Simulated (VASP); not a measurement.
Here is a VASP 6.6.1 calculation.

INCAR

```
PREC = Accurate
ENCUT = 520
EDIFF = 1E-8
ISMEAR = -1
SIGMA = 0.08
LREAL = F
LASPH = T
NELM = 100
ALGO = Normal
ISIF = 2
LWAVE = F
LCHARG = F
GGA = CA
LEFG = T
NBANDS = 16
```

File KPOINTS:

```
regular mesh
0
Gamma
  10 10 10
```

The input POSCAR:

```
HgTe
1.0
    0.0876450000      2.9653225000      2.9653225000
    2.9653225000      0.0876450000      2.9653225000
    2.9653225000      2.9653225000      0.0876450000
Hg Te
1 1
Direct
    0.0000000000      0.0000000000      0.0000000000
    0.5000000000      0.5000000000      0.5000000000
```

Potentials or basis: VASP PAW LDA potentials, release 64 (Hg, Te).

Command:

```bash
$ cat potpaw_LDA.64/Hg/POTCAR potpaw_LDA.64/Te/POTCAR > POTCAR
$ mpirun -np 1 vasp_std > vasp.out
```

Predict the band gap on the k mesh.

zero (band 9 reaches 6.34 eV, above the bottom of band 10 at 3.15 eV).

Predict the pressure.

4.4 GPa.

Stress tensor (GPa, compression positive):
```
 4.43 -0.60 -0.60
-0.60  4.43 -0.60
-0.60 -0.60  4.43
```

Caveat: the cell differs from its parent crystal (equal xy, yz and zx shear strains of +3 %); without QUAD_EFG the Cq values of the log hold for a quadrupole moment of 1 mb, not for the nuclei; spin-orbit coupling is left out, which moves the levels of the heavy elements.
